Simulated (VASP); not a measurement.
## Fe: single point with PBE

Fe:

```xyz
1
Lattice="0.0000 1.8260 1.8260 1.8260 0.0000 1.8260 1.8260 1.8260 0.0000" Properties=species:S:1:pos:R:3 pbc="T T T"
Fe    0.0000    0.0000    0.0000
```

```yaml
Program: VASP 6.6.1
Task: single point
Functional: PBE
Potentials_or_basis: VASP PAW PBE potentials, release 64 (Fe)
Cutoff: 520 eV
k_mesh: 12 × 12 × 12
Occupations: fermi-dirac, width 0.1 eV
Spin: collinear spin, ferromagnetic start
Starting_moments: "[3.39] μB"
Fixed_moment: 3.39 μB
Dipole_correction: no
Further_INCAR_settings: ALGO = Normal; EDIFF = 1e-06; NBANDS = 14
```

```yaml
Pressure: 20.2 GPa
Net_moment: 3.39 μB per cell
Site_moments: Fe +3.29 μB
Valence_electrons_inside_the_program's_atomic_spheres: Fe 7.11
```

Run time: 12 s on 1 thread of Intel(R) Xeon(R) 6975P-C (Granite Rapids), with other jobs on the host, peak memory 0.14 GiB.

Caveat: the total moment is fixed, so each spin has its own Fermi level.
